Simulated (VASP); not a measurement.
A run of VASP 6.6.1:

Contents of INCAR:

```
SYSTEM = LiF
ALGO = Normal
EDIFF = 1E-8
ENCUT = 520
ISIF = 2
ISMEAR = -1
LASPH = .True.
LCHARG = .False.
LEFG = .True.
LREAL = .False.
LWAVE = .False.
NBANDS = 12
NELM = 80
PREC = Accurate
SIGMA = 0.03
```

Contents of KPOINTS:

```
k-points
0
Gamma
  10 10 10
  0 0 0
```

File POSCAR:

```
LiF
1.0
    0.0000000000      1.9970748301      1.9970748301
    1.9970748301      0.0000000000      1.9970748301
    1.9970748301      1.9970748301      0.0000000000
Li F
1 1
Direct
    0.0000000000      0.0000000000      0.0000000000
    0.5000000000      0.5000000000      0.5000000000
```

Potentials or basis: VASP PAW LDA potentials, release 64 (Li_sv, F).

Launch:

```console
$ cat potpaw_LDA.64/Li_sv/POTCAR potpaw_LDA.64/F/POTCAR > POTCAR
$ mpirun -np 1 vasp_std > vasp.out
```

Hardware: 1 thread of AMD EPYC 7R43 64-Core Processor (Zen 3), on a shared host.

Question: Estimate the wall time of this run.

Answer: Wall time 12 s on 1 thread of AMD EPYC 7R43 64-Core Processor (Zen 3) (shared host), peak memory 0.08 GiB. Counts: scf iterations 13, k points 47.
